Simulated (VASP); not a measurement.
Input of a VASP 6.6.1 run:

Contents of INCAR:

```
ALGO = Normal ; EDIFF = 1E-6
ENCUT = 520 ; GGA = PE
ISIF = 2 ; ISMEAR = -1
LASPH = T ; LCHARG = F
LREAL = Auto ; LWAVE = F
NBANDS = 86 ; NELM = 60
PREC = Accurate ; SIGMA = 0.02
```

The input KPOINTS:

```
k-points
0
Gamma
  1 1 1
```

Contents of POSCAR:

```
C
1.0
    9.8640000000      0.0000000000      0.0000000000
   -4.9320000000      8.5424750000      0.0000000000
    0.0000000000      0.0000000000     11.0000000000
C
32
Direct
   -0.0077006129     -0.0003160677      0.0858454545
    0.1655762808      0.0870122535      0.0890090909
   -0.0028098217      0.2496115002      0.0765000000
    0.1564355392      0.3297405026      0.0732363636
   -0.0067543495      0.5033201736      0.0774090909
    0.1614555048      0.5873473437      0.0856000000
    0.0050179214      0.7632799628      0.0801454545
    0.1718065972      0.8475061384      0.0844000000
    0.2573971017      0.0199239682      0.0923545455
    0.4223822252      0.0941764535      0.0930363636
    0.2440472500      0.2543759274      0.0844818182
    0.4054626188      0.3337557324      0.0896909091
    0.2362478445      0.4971510013      0.0875090909
    0.4116465339      0.5904260768      0.0908363636
    0.2528842245      0.7578365755      0.0891090909
    0.4199490016      0.8411145482      0.0943727273
    0.4964012574      0.0037108683      0.0940545455
    0.6647308680      0.0910391895      0.0951727273
    0.4963823311      0.2592691228      0.1058636364
    0.6637005028      0.3445137387      0.0934000000
    0.4887092107      0.5071832227      0.0964727273
    0.6517617076      0.5872419878      0.0889727273
    0.5003078690      0.7626595337      0.0978818182
    0.6661688730      0.8467335286      0.0915181818
    0.7470492489      0.0077846292      0.1000272727
    0.9155302282      0.0805738384      0.0800454545
    0.7476750489      0.2585901627      0.0986545455
    0.9130282805      0.3371271207      0.0787545455
    0.7412802538      0.5069725109      0.0788090909
    0.9072071500      0.5889276820      0.0672727273
    0.7412163849      0.7506606692      0.0927454545
    0.9094961688      0.8350507318      0.0888818182
```

Potentials or basis: VASP PAW PBE potentials, release 64 (C).

Launch:

```bash
$ cat potpaw_PBE.64/C/POTCAR > POTCAR
$ mpirun -np 1 vasp_gam > vasp.out
```

**Question.** Estimate the largest force.

**Answer.** 5.032 eV/Å.

Forces in eV/Å, atoms in the order of the input:
```
C    3.140 -0.206  0.129
C   -2.533  1.282 -0.369
C   -2.459 -0.931 -0.279
C    0.854  2.962  1.006
C   -0.665  0.966 -0.563
C   -0.579  0.426 -0.193
C   -1.561 -2.485 -0.317
C    0.536 -0.550  0.379
C    1.017 -4.445 -0.454
C   -1.754  0.244  0.993
C    0.078 -1.951 -0.318
C    1.012  2.743  1.257
C    2.042  2.045 -0.653
C   -2.544  0.138  0.743
C   -1.528 -0.267 -0.206
C   -2.957 -0.192 -0.092
C    1.361  2.349  0.057
C   -0.434  0.129  0.891
C    0.971 -0.068 -1.814
C    0.349 -1.159  0.664
C    1.177 -2.347 -1.014
C    2.308  0.160  0.034
C    1.497 -2.750 -0.759
C    0.463 -3.083  1.286
C    1.569  0.769 -1.845
C   -3.974  2.827  1.238
C   -0.304 -0.066 -1.565
C    0.153 -0.516  0.827
C   -0.181  0.806  0.275
C    2.331  1.233  1.517
C   -0.288  2.191 -0.615
C    0.903 -0.254 -0.241
```

Caveat: the k points lie up to 0.74 Å⁻¹ apart; the atoms stand as in a frame of molecular dynamics.
